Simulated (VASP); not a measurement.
**NaI: single point with LDA**

The system is NaI.

```
Na I
1.0
     0.00000    3.13109    3.13109
     3.13109    0.00000    3.13109
     3.13109    3.13109    0.00000
Na I
1 1
Direct
  0.00000 0.00000 0.00000
  0.50000 0.50000 0.50000
```

```json
{
 "Program": "VASP 6.6.1",
 "Task": "single point",
 "Functional": "LDA",
 "Potentials or basis": "VASP PAW LDA potentials, release 64 (Na_pv, I)",
 "Cutoff": "520 eV",
 "k mesh": "12 × 12 × 12",
 "Occupations": "fermi-dirac, width 0.1 eV",
 "Spin": "no spin polarisation"
}
```

```json
{
 "Pressure": "0.0 GPa",
 "Band gap on the k mesh": "3.63 eV, direct"
}
```

Levels at points of the mesh, in eV from the valence-band top:
```
           k point  band 3  band 4  band 5  band 6  band 7  band 8  band 9  band 10  band 11  band 12
(0.00, 0.00, 0.00)  -22.31  -11.36    0.00    0.00    0.00    3.63    7.79     7.79     7.79     9.83
(0.50, 0.00, 0.00)  -22.31  -10.94   -2.63   -0.36   -0.36    4.89    7.36     7.36     9.20    10.31
(0.50, 0.50, 0.00)  -22.31  -10.84   -2.30   -0.91   -0.91    4.33    5.18    10.28    11.63    11.63
```

Run time: 67 s on 1 thread of AMD EPYC 7R43 64-Core Processor (Zen 3), on a shared host, peak memory 0.16 GiB.

Caveat: spin-orbit coupling is left out, which moves the levels of the heavy elements. LDA gaps usually lie below the measured ones, often by a third to a half.
